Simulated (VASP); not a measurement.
# V (Im-3m) in VASP: further runs

Runs on V. Level: PBEsol. Tasks: single point.

Everything below comes from runs of VASP 6.6.1. Logs are shortened: lines on timing, memory, paths and dates and some standing lists are left out, and cuts for length are marked.

### 1 The cell of the first run

It takes space group Im-3m (No. 229, cubic). The conventional cell has a = 2.965 Å, b = 2.965 Å, c = 2.965 Å, α = 90.00°, β = 90.00°, γ = 90.00°. Within 3.4 Å of V (site symmetry m-3m) lie 14 V at 2.57 to 2.97 Å.

### 2 Single point, PBEsol

INCAR

```
PREC     = Accurate       # precision mode
ENCUT    = 520            # plane-wave cutoff, eV
EDIFF    = 1E-6           # SCF threshold, eV
ISMEAR   = 0              # smearing method
SIGMA    = 0.1            # smearing width, eV
LREAL    = False          # projectors in reciprocal space
LASPH    = True           # aspherical terms in the spheres
NELM     = 100            # most SCF steps
ALGO     = Normal         # electronic algorithm
ISIF     = 2              # what is computed and relaxed
LWAVE    = False          # write WAVECAR
LCHARG   = False          # write CHGCAR
GGA      = PS             # functional
NBANDS   = 12             # bands
```

KPOINTS

```
Automatic mesh
0
Gamma
  10 10 10
```

POSCAR

```
V
1.0
   -1.4826281472      1.4826281472      1.4826281472
    1.4826281472     -1.4826281472      1.4826281472
    1.4826281472      1.4826281472     -1.4826281472
V
1
Direct
    0.0000000000      0.0000000000      0.0000000000
```

Potentials or basis: VASP PAW PBE potentials, release 64 (V_sv).

Command:

```console
> cat potpaw_PBE.64/V_sv/POTCAR > POTCAR
> mpirun -np 1 vasp_std > vasp.out
```

OUTCAR:

```text
PREC = Accurate
   ENCUT = 520
   EDIFF = 1E-6
   ISMEAR = 0
   LREAL = False
   LASPH = True
   NELM = 100
   ISIF = 2
   GGA = PS

 ion  position               nearest neighbor table
   1  0.000  0.000  0.000-

  LATTYP: Found a body centered cubic cell.
 ALAT       =     2.9652562944

  Lattice vectors:

 A1 = (  -1.4826281472,   1.4826281472,   1.4826281472)
 A2 = (   1.4826281472,  -1.4826281472,   1.4826281472)
 A3 = (   1.4826281472,   1.4826281472,  -1.4826281472)

Analysis of symmetry for initial positions (statically):
=====================================================================
 Subroutine PRICEL returns:
 Original cell was already a primitive cell.

 Routine SETGRP: Setting up the symmetry group for a
 body centered cubic supercell.

 Subroutine GETGRP returns: Found 48 space group operations
 (whereof 48 operations were pure point group operations)
 out of a pool of 48 trial point group operations.

The static configuration has the point symmetry O_h .

Analysis of symmetry for dynamics (positions and initial velocities):
=====================================================================
 Subroutine PRICEL returns:
 Original cell was already a primitive cell.

 Routine SETGRP: Setting up the symmetry group for a
 body centered cubic supercell.

 Subroutine GETGRP returns: Found 48 space group operations
 (whereof 48 operations were pure point group operations)
 out of a pool of 48 trial point group operations.

The dynamic configuration has the point symmetry O_h .

 Subroutine INISYM returns: Found 48 space group operations
 (whereof 48 operations are pure point group operations),
 and found     1 'primitive' translations

----------------------------------------------------------------------------------------

                                     Primitive cell

  volume of cell :      13.0364

  direct lattice vectors                    reciprocal lattice vectors
    -1.482628147  1.482628147  1.482628147     0.000000000  0.337238977  0.337238977
     1.482628147 -1.482628147  1.482628147     0.337238977  0.000000000  0.337238977
     1.482628147  1.482628147 -1.482628147     0.337238977  0.337238977  0.000000000

  length of vectors
     2.567987280  2.567987280  2.567987280     0.476927935  0.476927935  0.476927935

  position of ions in fractional coordinates (direct lattice)
     0.000000000  0.000000000  0.000000000

  ion indices of the primitive-cell ions
   primitive index   ion index
                 1           1

----------------------------------------------------------------------------------------

 KPOINTS: Automatic mesh

Automatic generation of k-mesh.
 Grid dimensions read from file:
 generate k-points for:   10   10   10

 Generating k-lattice:

  Cartesian coordinates                     Fractional coordinates (reciprocal lattice)
     0.000000000  0.033723898  0.033723898     0.100000000  0.000000000  0.000000000
     0.033723898  0.000000000  0.033723898     0.000000000  0.100000000  0.000000000
     0.033723898  0.033723898  0.000000000     0.000000000  0.000000000  0.100000000

  Length of vectors
     0.047692794  0.047692794  0.047692794

  Shift w.r.t. Gamma in fractional coordinates (k-lattice)
     0.000000000  0.000000000  0.000000000

 Subroutine IBZKPT returns following result:
 ===========================================

 Found     47 irreducible k-points:

 Following reciprocal coordinates:
            Coordinates               Weight
  0.000000  0.000000  0.000000      1.000000
  0.100000  0.000000  0.000000     12.000000
  0.200000  0.000000  0.000000     12.000000
  0.300000  0.000000  0.000000     12.000000
  0.400000  0.000000  0.000000     12.000000
  0.500000  0.000000  0.000000      6.000000
[... 16 lines left out ...]
  0.300000  0.300000  0.100000      8.000000
 -0.300000  0.300000  0.100000     24.000000
 [... further k-points ...]
   k-points           NKPTS =     47   k-points in BZ     NKDIM =     47   number of bands    NBANDS=     12
   number of dos      NEDOS =    301   number of ions     NIONS =      1
   total plane-waves  NPLWV =   8000
   dimension x,y,z NGX =    20 NGY =   20 NGZ =   20
   dimension x,y,z NGXF=    40 NGYF=   40 NGZF=   40
   ions per type =               1
   NGX,Y,Z   is equivalent  to a cutoff of  12.95, 12.95, 12.95 a.u.
   NGXF,Y,Z  is equivalent  to a cutoff of  25.90, 25.90, 25.90 a.u.
 SYSTEM =  unknown system
   PREC   = accura    normal or accurate (medium, high low for compatibility)
   ISTART =      0    job   : 0-new  1-cont  2-samecut
   ICHARG =      2    charge: 1-file 2-atom 10-const
   ISPIN  =      1    spin polarized calculation?
   LNONCOLLINEAR =      F non collinear calculations
   LSORBIT =      F    spin-orbit coupling
   LASPH  =      T    aspherical Exc in radial PAW
   ENCUT  =  520.0 eV  38.22 Ry    6.18 a.u.   4.77  4.77  4.77*2*pi/ulx,y,z
   NELM   =    100;   NELMIN=  2; NELMDL= -5     # of ELM steps
   EDIFF  = 0.1E-05   stopping-criterion for ELM
   LREAL  =      F    real-space projection
   EDIFFG = 0.1E-04   stopping-criterion for IOM
   NSW    =      0    number of steps for IOM
   IBRION =     -1    ionic relax: 0-MD 1-quasi-New 2-CG
   NFREE  =      0    steps in history (QN), initial steepest desc. (CG)
   ISIF   =      2    stress and relaxation
   ISYM   =      2    0-nonsym 1-usesym 2-fastsym
   POTIM  = 0.5000    time-step for ionic-motion
   TEBEG  =    0.0;   TEEND  =   0.0 temperature during run
   PSTRESS=    0.0 pullay stress
   NELECT =      13.0000    total number of electrons
   NUPDOWN=      -1.0000    fix difference up-down
   EMIN   =  10.00;   EMAX   =-10.00  energy-range for DOS
   EFERMI =   0.00;   METHOD = LEGACY
   ISMEAR =     0;   SIGMA  =   0.10  broadening in eV -4-tet -1-fermi 0-gaus
   EFERMI_NEDOS =   21; number of points for ismear=-14 and -15
   IALGO  =     38    algorithm
   IMIX   =      4    mixing-type and parameters
     AMIX     =   0.40;   BMIX     =  1.00
     AMIX_MAG =   1.60;   BMIX_MAG =  1.00
  volume/ion in A,a.u.               =      13.04        87.97
  Fermi-wavevector in a.u.,A,eV,Ry     =   1.635575  3.090788 36.397007  2.675105
  Thomas-Fermi vector in A             =   2.727025
   LORBIT       =      0    0 simple, 1 ext, 2 COOP (PROOUT), +10 PAW based schemes
   GGA     = PS    functional components
   LHFCALC =     F    Hartree Fock is set to
   AEXX    =    0.0000 exact exchange contribution
   IVDW    =     0    specifies the selected vdW correction
   LEPSILON=     F    determine dielectric tensor
   LRPA    =     F    only Hartree local field effects (RPA)
 non-spin polarized calculation
 Gauss-broadening in eV      SIGMA  =   0.10
  energy-cutoff  :      520.00
  volume of cell :       13.04
 maximum number of plane-waves:       370
   NGX =  9   NGY =  9   NGZ =  9

 number of electron      12.9999999 magnetization

 Free energy of the ion-electron system (eV)
  ---------------------------------------------------
  ext. energy  EPLUGINS =         0.00000000
  ---------------------------------------------------
  free energy    TOTEN  =        -9.63433395 eV

  energy without entropy =       -9.62423079  energy(sigma->0) =       -9.62928237

 E-fermi :   9.9652     XC(G=0): -13.2443

 val. band max:        9.9553428970   @ k =   0.1000   0.1000   0.0000
 cond. band min:      10.0035983352   @ k =  -0.2000   0.3000   0.1000
 fundamental gap:      0.0482554382
 Fermi energy:         9.9651786846

 k-point     1 :       0.0000    0.0000    0.0000
  band No.  band energies     occupation
      1     -53.5119      2.00000
      2     -26.8547      2.00000
      3     -26.8547      2.00000
      4     -26.8547      2.00000
      5       3.3062      2.00000
      6      10.3593      0.00000
      7      10.3593      0.00000
      8      10.3593      0.00000
      9      12.4460      0.00000
     10      12.4460      0.00000
     11      30.7204      0.00000
     12      30.7204      0.00000

 k-point     2 :       0.1000    0.0000    0.0000
  band No.  band energies     occupation
      1     -53.4904      2.00000
      2     -26.9552      2.00000
      3     -26.8851      2.00000
      4     -26.8554      2.00000
      5       3.7177      2.00000
      6      10.1835      0.00202
      7      10.3113      0.00000
      8      10.6584      0.00000
      9      12.2606      0.00000
     10      12.4586      0.00000
     11      30.0564      0.00000
     12      30.6266      0.00000

 k-point     3 :       0.2000    0.0000    0.0000
  band No.  band energies     occupation
      1     -53.4338      2.00000
      2     -27.2137      2.00000
      3     -26.9642      2.00000
      4     -26.8575      2.00000
      5       4.8221      2.00000
      6       9.7487      1.99780
      7      10.0606      0.17729
      8      11.4937      0.00000
      9      12.0721      0.00000
     10      12.5136      0.00000
     11      27.9822      0.00000
     12      29.6824      0.00000
[... 286 lines left out ...]
 k-point    23 :       0.3000    0.3000    0.1000
  band No.  band energies     occupation
      1     -53.2643      2.00000
      2     -27.4899      2.00000
      3     -27.4899      2.00000
      4     -27.0679      2.00000
      5       8.2337      2.00000
      6       9.0431      2.00000
      7       9.0431      2.00000
      8      12.8147      0.00000
      9      12.8147      0.00000
     10      19.5217      0.00000
     11      19.5217      0.00000
     12      21.4514      0.00000

 k-point    24 :      -0.3000    0.3000    0.1000
  band No.  band energies     occupation
      1     -53.3459      2.00000
      2     -27.5101      2.00000
      3     -27.0952      2.00000
      4     -26.9327      2.00000
      5       6.4057      2.00000
      6       9.5616      2.00000
      7       9.7236      1.99936
      8      11.6826      0.00000
      9      12.5865      0.00000
     10      13.0842      0.00000
     11      25.1370      0.00000
     12      28.0416      0.00000

 [... further k-points ...]
[... 5 lines left out ...]
  --------------------------------------------------------------------------------------
  -------------------------------------------------------------------------------------
  Total        0.0128722      0.0128722      0.0128722     -0.0000000     -0.0000000      0.0000000
  in kB        1.5819998      1.5819998      1.5819998     -0.0000000     -0.0000000      0.0000000
  external PRESSURE =       1.5819998 kB  Pullay stress =       0.0000000 kB

 VOLUME and BASIS-vectors are now :
 -----------------------------------------------------------------------------
  energy-cutoff  :      520.00
  volume of cell :       13.04
      direct lattice vectors                 reciprocal lattice vectors
    -1.482628147  1.482628147  1.482628147     0.000000000  0.337238977  0.337238977
     1.482628147 -1.482628147  1.482628147     0.337238977  0.000000000  0.337238977
     1.482628147  1.482628147 -1.482628147     0.337238977  0.337238977  0.000000000

 POSITION                                       TOTAL-FORCE (eV/Angst)
 -----------------------------------------------------------------------------------
      0.00000      0.00000      0.00000         0.000000     -0.000000      0.000000
 -----------------------------------------------------------------------------------
    total drift:                                0.000000     -0.000000      0.000000

  FREE ENERGIE OF THE ION-ELECTRON SYSTEM (eV)
  ---------------------------------------------------
  free  energy   TOTEN  =        -9.6343339505 eV

  energy  without entropy=       -9.6242307866  energy(sigma->0) =       -9.62928237
```

Run time: 7.8 s. Hardware: 1 thread of Intel Xeon 8259CL, shared host; peak memory 0.13 GiB.

What came out:

| Property | Result |
| --- | --- |
| Free energy | -9.6343 eV |
| Pressure | 0.2 GPa |

Caveat: the PAW data sets were made with another functional, which shifts forces and pressure a little.

### 3 Single point, PBEsol, collinear spin, ferromagnetic start

This run uses another cell than the first one, of 13.56 Å³/atom, 1.041 times its volume.

INCAR

```
SYSTEM = V
  ALGO = Normal
  EDIFF = 1E-6
  ENCUT = 520
  GGA = PS
  ISIF = 2
  ISMEAR = 0
  ISPIN = 2
  LASPH = .TRUE.
  LCHARG = .FALSE.
  LMAXMIX = 4
  LORBIT = 11
  LREAL = .FALSE.
  LWAVE = .FALSE.
  MAGMOM = 2
  NBANDS = 16
  NELM = 150
  PREC = Accurate
  SIGMA = 0.1
```

KPOINTS

```
k-points
0
G
  8 8 8
  0 0 0
```

POSCAR

```
V
1.0
   -1.5023851000      1.5023851000      1.5023851000
    1.5023851000     -1.5023851000      1.5023851000
    1.5023851000      1.5023851000     -1.5023851000
V
1
Direct
    0.0000000000      0.0000000000      0.0000000000
```

Potentials or basis: VASP PAW PBE potentials, release 64 (V_sv).

Command:

```console
> cat potpaw_PBE.64/V_sv/POTCAR > POTCAR
> mpirun -np 1 vasp_std > vasp.out
```

Run time: 14 s. Hardware: 1 thread of Intel Xeon 8259CL, shared host; peak memory 0.13 GiB.

It converged, with:

```
Free energy                                           : -9.6359 eV
Pressure                                              : -9.4 GPa
Net moment                                            : 0.00 μB per cell
Valence electrons inside the program's atomic spheres : V 11.65
```

Levels at points of the mesh, in eV from the Fermi level:
Spin up:
| k point | band 3 | band 4 | band 5 | band 6 | band 7 | band 8 | band 9 | band 10 |
| --- | --- | --- | --- | --- | --- | --- | --- | --- |
| (0.00, 0.00, 0.00) | -36.88 | -36.88 | -6.61 | 0.42 | 0.42 | 0.42 | 2.41 | 2.41 |
| (0.50, 0.00, 0.00) | -37.16 | -36.88 | -3.17 | -1.12 | 1.60 | 2.41 | 2.76 | 4.12 |
| (0.50, 0.50, 0.50) | -37.49 | -37.49 | -2.98 | -2.98 | 3.73 | 3.73 | 3.73 | 10.09 |
Spin down:
| k point | band 4 | band 5 | band 6 | band 7 | band 8 | band 9 |
| --- | --- | --- | --- | --- | --- | --- |
| (0.00, 0.00, 0.00) | -36.88 | -6.61 | 0.42 | 0.42 | 0.42 | 2.41 |
| (0.50, 0.00, 0.00) | -36.88 | -3.17 | -1.12 | 1.60 | 2.41 | 2.77 |
| (0.50, 0.50, 0.50) | -37.49 | -2.98 | -2.98 | 3.73 | 3.73 | 3.73 |

Caveat: the k points lie up to 0.37 Å⁻¹ apart; the PAW data sets were made with another functional, which shifts forces and pressure a little.
